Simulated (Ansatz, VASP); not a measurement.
## Two plane-wave programs on WCl

```
W Cl
1.0
     3.08980    0.00000    0.00000
     0.00000    3.08980    0.00000
     0.00000    0.00000    3.08980
W Cl
1 1
Direct
  0.00000 0.00000 0.00000
  0.50000 0.50000 0.50000
```

Alike in both runs: functional PBE; k mesh 5 × 5 × 5; occupations gaussian, width 0.2 eV; no spin polarisation.

Ansatz relaxed the structure, and its values are those at the end. VASP's run is a single point on that final structure, the one shown.

```csv
,VASP,Ansatz
version,VASP 6.6.1,Ansatz 0.2.0
potentials or method,"VASP PAW PBE potentials, release 64 (W_sv, Cl), cutoff 500 eV","scalar-relativistic, plane waves, PAW"
valence electrons in the cell,21,21
```

VASP gave:

- gap on the k mesh at the Fermi level (eV): none
- pressure (GPa): 0.8

Problem. Which values does Ansatz return?

Solution. gap on the k mesh at the Fermi level (eV): none; pressure (GPa): -0.1.

A gap of «none» marks a metal or a gap that the smearing closes.

The k mesh is coarse, so the values compare programs but aren't converged. Spin-orbit coupling is off throughout.
